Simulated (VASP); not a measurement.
Wanted: the native input for a VASP 6.6.1 run.

```yaml
Task: single point
Functional: PBEsol
Dispersion: D3(BJ)
Potentials_or_basis: VASP PAW PBE potentials, release 64 (Al, N)
Cutoff: 520 eV
k_mesh: 6 × 6 × 4
Occupations: fermi-dirac, width 0.02 eV
Spin: no spin polarisation
Dipole_correction: no
Further_INCAR_settings: ALGO = Normal; EDIFF = 1e-06; NBANDS = 16
```

The structure of AlN lies in POSCAR:

```
AlN
1.0
    3.3557055246      0.0000000000      0.0000000000
   -1.6778527623      2.9061261707      0.0000000000
    0.0000000000      0.0000000000      4.2426657931
Al N
2 2
Direct
    0.3333333333      0.6666666667      0.7500000000
    0.6666666667      0.3333333333      0.2500000000
    0.3333333333      0.6666666667      0.2500000000
    0.6666666667      0.3333333333      0.7500000000
```

These files were run (other wordings do the same):

INCAR

```
ALGO = Normal
EDIFF = 1E-6
ENCUT = 520
GGA = PS
ISIF = 2
ISMEAR = -1
IVDW = 12
LASPH = True
LCHARG = True
LELF = True
LREAL = False
LVHAR = True
LWAVE = False
NBANDS = 16
NELM = 100
PREC = Accurate
SIGMA = 0.02
```

KPOINTS

```
k-points
0
Gamma
  6 6 4
```

Potentials or basis: VASP PAW PBE potentials, release 64 (Al, N).

The run is started by

```bash
$ cat potpaw_PBE.64/Al/POTCAR potpaw_PBE.64/N/POTCAR > POTCAR
$ mpirun -np 1 vasp_std > vasp.out
```

Results of the run:

* Pressure: -14.4 GPa
* Band gap on the k mesh: 2.90 eV, direct
* Dispersion energy per atom: -0.228 eV

Caveat: the PAW data sets were made with another functional, which shifts forces and pressure a little.

Wall time 12 s on 1 thread of Intel(R) Xeon(R) Platinum 8559C (Emerald Rapids) (shared host), peak memory 0.17 GiB.
